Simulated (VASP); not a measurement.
Input of a VASP 6.6.1 run:

INCAR

```
ALGO = Normal
EDIFF = 1E-6
ENCUT = 520
GGA = PE
ISIF = 2
ISMEAR = 0
LASPH = T
LCHARG = T
LELF = T
LREAL = F
LVHAR = T
LWAVE = F
NBANDS = 22
NELM = 80
PREC = Accurate
SIGMA = 0.1
```

File KPOINTS:

```
k-points
0
Gamma
  4 4 4
```

Contents of POSCAR:

```
InAs3
1.0
    0.0000000000      3.6292100151      3.6292100151
    3.6292100151      0.0000000000      3.6292100151
    3.6292100151      3.6292100151      0.0000000000
In As
1 3
Direct
    0.0000000000      0.0000000000      0.0000000000
    0.2500000000      0.2500000000      0.2500000000
    0.7500000000      0.7500000000      0.7500000000
    0.5000000000      0.5000000000      0.5000000000
```

Potentials or basis: VASP PAW PBE potentials, release 64 (In_d, As).

Launch:

```sh
$ cat potpaw_PBE.64/In_d/POTCAR potpaw_PBE.64/As/POTCAR > POTCAR
$ mpirun -np 1 vasp_std > vasp.out
```

What does it give for the band gap on the k mesh?

Zero (band 14 reaches 6.12 eV, above the bottom of band 15 at 3.01 eV).

What does it give for the pressure?

-7.4 GPa.

Caveat: the k points lie up to 0.37 Å⁻¹ apart; the cell differs from its parent crystal (Sb replaced by As, lengths x 0.936, strained); spin-orbit coupling is left out, which moves the levels of the heavy elements.
